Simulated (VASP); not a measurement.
# GaN (Fm-3m) in VASP: a series of runs

The runs below take GaN through single point, with r2SCAN, HSE06.

Everything below comes from runs of VASP 6.6.1. Logs are shortened: lines on timing, memory, paths and dates and some standing lists are left out, and cuts for length are marked.

## 1. The cell of the first run

Symmetry: Fm-3m, No. 225, cubic system. Conventional cell: a = 4.213 Å, b = 4.213 Å, c = 4.213 Å, α = 90.00°, β = 90.00°, γ = 90.00°. Ga (site symmetry m-3m) has 6 N at 2.11 Å within 2.8 Å. N (site symmetry m-3m) has 6 Ga at 2.11 Å within 2.8 Å.

## 2. Single point, r2SCAN

POSCAR

```
GaN
1.0
    0.0000000000      2.1063769354      2.1063769354
    2.1063769354      0.0000000000      2.1063769354
    2.1063769354      2.1063769354      0.0000000000
Ga N
1 1
Direct
    0.0000000000      0.0000000000      0.0000000000
    0.5000000000      0.5000000000      0.5000000000
```

INCAR.step1

```
SYSTEM = GaN
  PREC = Accurate
  ENCUT = 1460
  ISMEAR = -1
  SIGMA = 0.05
  LREAL = .False.
  LASPH = .True.
  NELM = 120
  NBANDS = 16
  GGA = PE
  ALGO = Normal
  EDIFF = 1E-5
  LWAVE = .True.
  LCHARG = .False.
  GGA_COMPAT = .False.
```

INCAR.step2

```
SYSTEM = GaN
  PREC = Accurate
  ENCUT = 1460
  EDIFF = 1E-6
  ISMEAR = -1
  SIGMA = 0.05
  LREAL = .False.
  LASPH = .True.
  NELM = 120
  ALGO = Normal
  ISIF = 2
  LWAVE = .False.
  LCHARG = .False.
  METAGGA = R2SCAN
  LMIXTAU = .True.
  NBANDS = 16
  ISTART = 1
  GGA_COMPAT = .False.
```

KPOINTS

```
Automatic mesh
0
Gamma
  11 11 11
  0 0 0
```

Potentials or basis: VASP PAW PBE potentials, release 64 (Ga_d, N_h).

On the command line:

```console
cat potpaw_PBE.64/Ga_d/POTCAR potpaw_PBE.64/N_h/POTCAR > POTCAR
cp INCAR.step1 INCAR
mpirun -np 1 vasp_std > vasp.out
cp INCAR.step2 INCAR
mpirun -np 1 vasp_std > vasp.out
```

OUTCAR:

```text
SYSTEM = GaN
   PREC = Accurate
   ENCUT = 1460
   EDIFF = 1E-6
   ISMEAR = -1
   LREAL = .False.
   LASPH = .True.
   NELM = 120
   ISIF = 2
   METAGGA = R2SCAN
   ISTART = 1

 ion  position               nearest neighbor table
   1  0.000  0.000  0.000-   2 2.11   2 2.11   2 2.11   2 2.11   2 2.11   2 2.11
   2  0.500  0.500  0.500-   1 2.11   1 2.11   1 2.11   1 2.11   1 2.11   1 2.11

  LATTYP: Found a face centered cubic cell.
 ALAT       =     4.2127538708

  Lattice vectors:

 A1 = (   0.0000000000,   2.1063769354,   2.1063769354)
 A2 = (   2.1063769354,   0.0000000000,   2.1063769354)
 A3 = (   2.1063769354,   2.1063769354,   0.0000000000)

Analysis of symmetry for initial positions (statically):
=====================================================================
 Subroutine PRICEL returns:
 Original cell was already a primitive cell.

 Routine SETGRP: Setting up the symmetry group for a
 face centered cubic supercell.

 Subroutine GETGRP returns: Found 48 space group operations
 (whereof 48 operations were pure point group operations)
 out of a pool of 48 trial point group operations.

The static configuration has the point symmetry O_h .

Analysis of symmetry for dynamics (positions and initial velocities):
=====================================================================
 Subroutine PRICEL returns:
 Original cell was already a primitive cell.

 Routine SETGRP: Setting up the symmetry group for a
 face centered cubic supercell.

 Subroutine GETGRP returns: Found 48 space group operations
 (whereof 48 operations were pure point group operations)
 out of a pool of 48 trial point group operations.

The dynamic configuration has the point symmetry O_h .

 Subroutine INISYM returns: Found 48 space group operations
 (whereof 48 operations are pure point group operations),
 and found     1 'primitive' translations

----------------------------------------------------------------------------------------

                                     Primitive cell

  volume of cell :      18.6912

  direct lattice vectors                    reciprocal lattice vectors
     0.000000000  2.106376935  2.106376935    -0.237374418  0.237374418  0.237374418
     2.106376935  0.000000000  2.106376935     0.237374418 -0.237374418  0.237374418
     2.106376935  2.106376935  0.000000000     0.237374418  0.237374418 -0.237374418

  length of vectors
     2.978866830  2.978866830  2.978866830     0.411144553  0.411144553  0.411144553

  position of ions in fractional coordinates (direct lattice)
     0.000000000  0.000000000  0.000000000
     0.500000000  0.500000000  0.500000000

  ion indices of the primitive-cell ions
   primitive index   ion index
                 1           1
                 2           2

----------------------------------------------------------------------------------------

 KPOINTS: Automatic mesh

Automatic generation of k-mesh.
 Grid dimensions read from file:
 generate k-points for:   11   11   11

 Generating k-lattice:

  Cartesian coordinates                     Fractional coordinates (reciprocal lattice)
    -0.021579493  0.021579493  0.021579493     0.090909091  0.000000000  0.000000000
     0.021579493 -0.021579493  0.021579493     0.000000000  0.090909091  0.000000000
     0.021579493  0.021579493 -0.021579493     0.000000000  0.000000000  0.090909091

  Length of vectors
     0.037376778  0.037376778  0.037376778

  Shift w.r.t. Gamma in fractional coordinates (k-lattice)
     0.000000000  0.000000000  0.000000000

 Subroutine IBZKPT returns following result:
 ===========================================

 Found     56 irreducible k-points:

 Following reciprocal coordinates:
            Coordinates               Weight
  0.000000  0.000000  0.000000      1.000000
  0.090909  0.000000  0.000000      8.000000
  0.181818  0.000000  0.000000      8.000000
  0.272727  0.000000  0.000000      8.000000
  0.363636  0.000000  0.000000      8.000000
  0.454545  0.000000  0.000000      8.000000
[... 16 lines left out ...]
 -0.272727  0.181818  0.000000     24.000000
 -0.181818  0.181818  0.000000     12.000000
 [... further k-points ...]
   k-points           NKPTS =     56   k-points in BZ     NKDIM =     56   number of bands    NBANDS=     16
   number of dos      NEDOS =    301   number of ions     NIONS =      2
   total plane-waves  NPLWV =  64000
   dimension x,y,z NGX =    40 NGY =   40 NGZ =   40
   dimension x,y,z NGXF=    80 NGYF=   80 NGZF=   80
   ions per type =               1   1
   NGX,Y,Z   is equivalent  to a cutoff of  22.32, 22.32, 22.32 a.u.
   NGXF,Y,Z  is equivalent  to a cutoff of  44.65, 44.65, 44.65 a.u.
 SYSTEM =  GaN
   PREC   = accura    normal or accurate (medium, high low for compatibility)
   ISTART =      1    job   : 0-new  1-cont  2-samecut
   ICHARG =      0    charge: 1-file 2-atom 10-const
   ISPIN  =      1    spin polarized calculation?
   LNONCOLLINEAR =      F non collinear calculations
   LSORBIT =      F    spin-orbit coupling
   LASPH  =      T    aspherical Exc in radial PAW
   ENCUT  = 1460.0 eV 107.31 Ry   10.36 a.u.   9.28  9.28  9.28*2*pi/ulx,y,z
   NELM   =    120;   NELMIN=  2; NELMDL=  0     # of ELM steps
   EDIFF  = 0.1E-05   stopping-criterion for ELM
   LREAL  =      F    real-space projection
   EDIFFG = 0.1E-04   stopping-criterion for IOM
   NSW    =      0    number of steps for IOM
   IBRION =     -1    ionic relax: 0-MD 1-quasi-New 2-CG
   NFREE  =      0    steps in history (QN), initial steepest desc. (CG)
   ISIF   =      2    stress and relaxation
   ISYM   =      2    0-nonsym 1-usesym 2-fastsym
   POTIM  = 0.5000    time-step for ionic-motion
   TEBEG  =    0.0;   TEEND  =   0.0 temperature during run
   PSTRESS=    0.0 pullay stress
   NELECT =      18.0000    total number of electrons
   NUPDOWN=      -1.0000    fix difference up-down
   EMIN   =  10.00;   EMAX   =-10.00  energy-range for DOS
   EFERMI =   0.00;   METHOD = LEGACY
   ISMEAR =    -1;   SIGMA  =   0.05  broadening in eV -4-tet -1-fermi 0-gaus
   EFERMI_NEDOS =   21; number of points for ismear=-14 and -15
   IALGO  =     38    algorithm
   IMIX   =      4    mixing-type and parameters
     AMIX     =   0.40;   BMIX     =  1.00
     AMIX_MAG =   1.60;   BMIX_MAG =  1.00
  volume/ion in A,a.u.               =       9.35        63.07
  Fermi-wavevector in a.u.,A,eV,Ry     =   1.616663  3.055051 35.560189  2.613600
  Thomas-Fermi vector in A             =   2.711213
   LORBIT       =      0    0 simple, 1 ext, 2 COOP (PROOUT), +10 PAW based schemes
   METAGGA = R2SCAN    functional components
   LHFCALC =     F    Hartree Fock is set to
   AEXX    =    0.0000 exact exchange contribution
   IVDW    =     0    specifies the selected vdW correction
   LEPSILON=     F    determine dielectric tensor
   LRPA    =     F    only Hartree local field effects (RPA)
 non-spin polarized calculation
  energy-cutoff  :     1460.00
  volume of cell :       18.69
 maximum number of plane-waves:      2421
 NGX is ok and might be reduce to    40
   NGX = 19   NGY = 19   NGZ = 19

 number of electron      18.0000000 magnetization

 Free energy of the ion-electron system (eV)
  ---------------------------------------------------
  ext. energy  EPLUGINS =         0.00000000
  ---------------------------------------------------
  free energy    TOTEN  =       -20.97921462 eV

  energy without entropy =      -20.97921457  energy(sigma->0) =      -20.97921460

 E-fermi :   8.8487     XC(G=0): -14.2288

 val. band max:        8.1551473844   @ k =  -0.1818   0.1818   0.0000
 cond. band min:       9.4729409423   @ k =   0.4545   0.4545   0.0000
 fundamental gap:      1.3177935579
 Fermi energy:         8.8486977797

 k-point     1 :       0.0000    0.0000    0.0000
  band No.  band energies     occupation
      1     -10.0204      2.00000
      2      -6.2363      2.00000
      3      -6.2363      2.00000
      4      -6.2363      2.00000
      5      -6.1659      2.00000
      6      -6.1659      2.00000
[... 8 lines left out ...]
     15      25.2188      0.00000
     16      25.2188      0.00000

 k-point     2 :       0.0909    0.0000    0.0000
  band No.  band energies     occupation
      1      -9.8567      2.00000
      2      -6.2428      2.00000
      3      -6.2292      2.00000
      4      -6.2292      2.00000
      5      -6.1771      2.00000
      6      -6.1771      2.00000
[... 8 lines left out ...]
     15      25.0588      0.00000
     16      25.1225      0.00000

 k-point     3 :       0.1818    0.0000    0.0000
  band No.  band energies     occupation
      1      -9.3797      2.00000
      2      -6.2613      2.00000
      3      -6.2591      2.00000
      4      -6.2591      2.00000
      5      -6.1575      2.00000
      6      -6.1575      2.00000
[... 8 lines left out ...]
     15      25.8400      0.00000
     16      25.8400      0.00000

 k-point     4 :       0.2727    0.0000    0.0000
  band No.  band energies     occupation
      1      -8.6418      2.00000
      2      -6.3264      2.00000
      3      -6.3264      2.00000
      4      -6.2895      2.00000
      5      -6.1026      2.00000
      6      -6.1026      2.00000
[... 8 lines left out ...]
     15      27.4068      0.00000
     16      27.4068      0.00000

 k-point     5 :       0.3636    0.0000    0.0000
  band No.  band energies     occupation
      1      -7.7682      2.00000
      2      -6.3901      2.00000
      3      -6.3901      2.00000
      4      -6.3324      2.00000
      5      -6.0490      2.00000
      6      -6.0490      2.00000
[... 8 lines left out ...]
     15      29.5294      0.00000
     16      29.5294      0.00000

 k-point     6 :       0.4545    0.0000    0.0000
  band No.  band energies     occupation
      1      -7.0436      2.00000
      2      -6.4280      2.00000
      3      -6.4280      2.00000
      4      -6.4144      2.00000
      5      -6.0167      2.00000
      6      -6.0167      2.00000
[... 8 lines left out ...]
     15      31.9571      0.00000
     16      31.9571      0.00000

 k-point     7 :       0.0909    0.0909    0.0000
  band No.  band energies     occupation
      1      -9.8055      2.00000
      2      -6.2503      2.00000
      3      -6.2189      2.00000
      4      -6.2189      2.00000
      5      -6.2094      2.00000
      6      -6.1571      2.00000
[... 8 lines left out ...]
     15      26.9406      0.00000
     16      26.9406      0.00000

 k-point     8 :       0.1818    0.0909    0.0000
  band No.  band energies     occupation
      1      -9.4446      2.00000
      2      -6.2663      2.00000
      3      -6.2614      2.00000
      4      -6.2175      2.00000
      5      -6.1818      2.00000
      6      -6.1396      2.00000
[... 8 lines left out ...]
     15      27.0907      0.00000
     16      27.6997      0.00000

 k-point     9 :       0.2727    0.0909    0.0000
  band No.  band energies     occupation
      1      -8.8204      2.00000
      2      -6.3224      2.00000
      3      -6.2783      2.00000
      4      -6.2648      2.00000
      5      -6.1181      2.00000
      6      -6.0903      2.00000
[... 8 lines left out ...]
     15      27.2683      0.00000
     16      28.7506      0.00000
[... 172 lines left out ...]
 k-point    19 :       0.3636    0.1818    0.0000
  band No.  band energies     occupation
      1      -8.2543      2.00000
      2      -6.3250      2.00000
      3      -6.2360      2.00000
      4      -6.2076      2.00000
      5      -6.0310      2.00000
      6      -5.8616      2.00000
[... 8 lines left out ...]
     15      30.6326      0.00000
     16      31.9244      0.00000

 k-point    20 :       0.4545    0.1818    0.0000
  band No.  band energies     occupation
      1      -7.8098      2.00000
      2      -6.3433      2.00000
      3      -6.2973      2.00000
      4      -6.1831      2.00000
      5      -6.0021      2.00000
      6      -5.4647      2.00000
[... 8 lines left out ...]
     15      30.8115      0.00000
     16      33.3367      0.00000

 k-point    21 :      -0.4545    0.1818    0.0000
  band No.  band energies     occupation
      1      -7.5771      2.00000
      2      -6.3573      2.00000
      3      -6.3471      2.00000
      4      -6.1738      2.00000
      5      -6.0073      2.00000
      6      -5.1820      2.00000
[... 8 lines left out ...]
     15      30.3600      0.00000
     16      31.7625      0.00000

 k-point    22 :      -0.3636    0.1818    0.0000
  band No.  band energies     occupation
      1      -7.5878      2.00000
      2      -6.3713      2.00000
      3      -6.3592      2.00000
      4      -6.2010      2.00000
      5      -6.0431      2.00000
      6      -5.3807      2.00000
[... 8 lines left out ...]
     15      29.1704      0.00000
     16      30.0185      0.00000

 k-point    23 :      -0.2727    0.1818    0.0000
  band No.  band energies     occupation
      1      -7.9194      2.00000
      2      -6.3648      2.00000
      3      -6.3456      2.00000
      4      -6.2532      2.00000
      5      -6.0955      2.00000
      6      -5.7405      2.00000
[... 8 lines left out ...]
     15      28.4867      0.00000
     16      30.7417      0.00000

 k-point    24 :      -0.1818    0.1818    0.0000
  band No.  band energies     occupation
      1      -8.4949      2.00000
      2      -6.3336      2.00000
      3      -6.3180      2.00000
      4      -6.2744      2.00000
      5      -6.1441      2.00000
      6      -5.9564      2.00000
[... 8 lines left out ...]
     15      27.7797      0.00000
     16      29.8377      0.00000

 [... further k-points ...]

------------------------ aborting loop because EDIFF is reached ----------------------------------------

  FORCE on cell =-STRESS in cart. coord.  units (eV):
  Direction    XX          YY          ZZ          XY          YZ          ZX
  --------------------------------------------------------------------------------------
  -------------------------------------------------------------------------------------
  Total        0.2093661      0.2093661      0.2093661     -0.0000000     -0.0000000      0.0000000
  in kB       17.9464593     17.9464593     17.9464593     -0.0000000     -0.0000000      0.0000000
  external PRESSURE =      17.9464593 kB  Pullay stress =       0.0000000 kB

 VOLUME and BASIS-vectors are now :
 -----------------------------------------------------------------------------
  energy-cutoff  :     1460.00
  volume of cell :       18.69
      direct lattice vectors                 reciprocal lattice vectors
     0.000000000  2.106376935  2.106376935    -0.237374418  0.237374418  0.237374418
     2.106376935  0.000000000  2.106376935     0.237374418 -0.237374418  0.237374418
     2.106376935  2.106376935  0.000000000     0.237374418  0.237374418 -0.237374418

 POSITION                                       TOTAL-FORCE (eV/Angst)
 -----------------------------------------------------------------------------------
      0.00000      0.00000      0.00000        -0.000000      0.000000     -0.000000
      2.10638      2.10638      2.10638         0.000000     -0.000000      0.000000
 -----------------------------------------------------------------------------------
    total drift:                                0.000000     -0.000000     -0.000000

  FREE ENERGIE OF THE ION-ELECTRON SYSTEM (eV)
  ---------------------------------------------------
  free  energy   TOTEN  =       -20.9792146207 eV

  energy  without entropy=      -20.9792145707  energy(sigma->0) =      -20.97921460
```

It took 4.7 min on 1 thread of Intel Xeon Platinum 8375C at 2.90GHz (Ice Lake), shared host; peak memory 0.32 GiB.

What came out:

```yaml
Free_energy: -20.9792 eV
Pressure: 1.8 GPa
Band_gap_on_the_k_mesh: 1.32 eV (least direct gap 3.45 eV)
```

Caveat: the PAW data sets were made with another functional, which shifts forces and pressure a little; an odd mesh through Γ misses points on the zone boundary, where band edges can lie.

(Continued in part 2 of 2.)
